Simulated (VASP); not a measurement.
Write the native input for VASP 6.6.1 that does the following.

```yaml
Task: single point
Functional: PBE
Dispersion: D3(BJ)
Potentials_or_basis: VASP PAW PBE potentials, release 64 (C, H)
Cutoff: 520 eV
k_mesh: 3 × 3 × 1
Occupations: gaussian, width 0.1 eV
Spin: no spin polarisation
Dipole_correction: yes
Further_INCAR_settings: ALGO = Normal; EDIFF = 1e-07; NBANDS = 21
```

The structure of C3H8 lies in POSCAR:

```
H8C3
1.0
    6.6085416874      0.0000000000      0.0000000000
    0.0000000000      6.6085416874      0.0000000000
    0.0000000000      0.0000000000     24.4851446409
C H
3 8
Direct
    0.8748606906      0.7555883863      0.6655797993
    0.8086297171      0.5392144331      0.6531244470
    0.5809490042      0.5194727659      0.6442850067
    1.0400501764      0.7673546366      0.6698507522
    0.8279148034      0.8569612971      0.6321982615
    0.8052137420      0.8111986982      0.7035530653
    0.8578109716      0.4361052079      0.6858512690
    0.8866880790      0.4840491831      0.6159998792
    0.5383790966      0.3667499170      0.6305254932
    0.4951884461      0.5521501481      0.6817908322
    0.5288886694      0.6317227869      0.6138042887
```

One way to write it, as run:

INCAR

```
PREC = Accurate
ENCUT = 520
EDIFF = 1E-7
ISMEAR = 0
SIGMA = 0.1
LREAL = F
LASPH = T
NELM = 60
ALGO = Normal
ISIF = 2
LWAVE = F
LCHARG = F
LDIPOL = T
IDIPOL = 3
DIPOL = 0.5 0.5 0.654
GGA = PE
IVDW = 12
NBANDS = 21
```

KPOINTS

```
Automatic mesh
0
Gamma
  3 3 1
```

Potentials or basis: VASP PAW PBE potentials, release 64 (C, H).

Launch:

```console
$ cat potpaw_PBE.64/C/POTCAR potpaw_PBE.64/H/POTCAR > POTCAR
$ mpirun -np 1 vasp_std > vasp.out
```

Results of the run:

| Item | Value |
| --- | --- |
| Largest force | 0.342 eV/Å |
| Gap between the frontier levels | 6.56 eV, direct |
| Dispersion energy per atom | -0.017 eV |

It took 3.2 min on 1 thread of Intel(R) Xeon(R) Platinum 8488C (Sapphire Rapids), with other jobs on the host, peak memory 0.94 GiB.
